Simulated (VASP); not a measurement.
## NaI: single point with PBE

NaI:

```
CELL_PARAMETERS angstrom
-0.03236 3.23640 3.23640
3.20404 0.00000 3.20404
3.23640 3.23640 -0.03236
ATOMIC_POSITIONS crystal
Na 0.00000 0.00000 0.00000
I 0.50000 0.50000 0.50000
```

This cell differs from its parent crystal: strain -0.0200 x Voigt [0, 0, 0, 0, 1, 0].

```
Program             : VASP 6.6.1
Task                : single point
Functional          : PBE
Potentials or basis : VASP PAW PBE potentials, release 64 (Na_pv, I)
Cutoff              : 520 eV
k mesh              : 6 × 6 × 6
Occupations         : gaussian, width 0.05 eV
Spin                : no spin polarisation
```

- Pressure: 0.4 GPa
- Band gap on the k mesh: 3.59 eV

Stress tensor (GPa, compression positive):
```
0.45 0.00 0.14
0.00 0.44 0.00
0.14 0.00 0.45
```

Levels at points of the mesh, in eV from the valence-band top:
```
           k point  band 3  band 4  band 5  band 6  band 7  band 8  band 9  band 10  band 11  band 12
(0.00, 0.00, 0.00)  -22.48  -11.06   -0.09   -0.05    0.00    3.59    7.77     7.89     8.00     9.70
(0.50, 0.00, 0.00)  -22.48  -10.76   -2.23   -0.32   -0.28    5.07    7.40     7.50     8.66    10.26
(0.00, 0.50, 0.00)  -22.48  -10.74   -2.22   -0.37   -0.33    5.02    7.30     7.40     8.70    10.26
(0.50, 0.50, 0.00)  -22.49  -10.67   -1.95   -0.79   -0.79    4.45    5.51     9.81    11.26    11.27
(0.50, 0.00, 0.50)  -22.49  -10.67   -1.95   -0.85   -0.73    4.44    5.52     9.83    11.21    11.31
```

It took 28 s on 1 thread of Intel(R) Xeon(R) Platinum 8488C (Sapphire Rapids), on a shared host, peak memory 0.22 GiB.

Caveat: the cell differs from its parent crystal (strain -0.0200 x Voigt [0, 0, 0, 0, 1, 0]); spin-orbit coupling is left out, which moves the levels of the heavy elements.
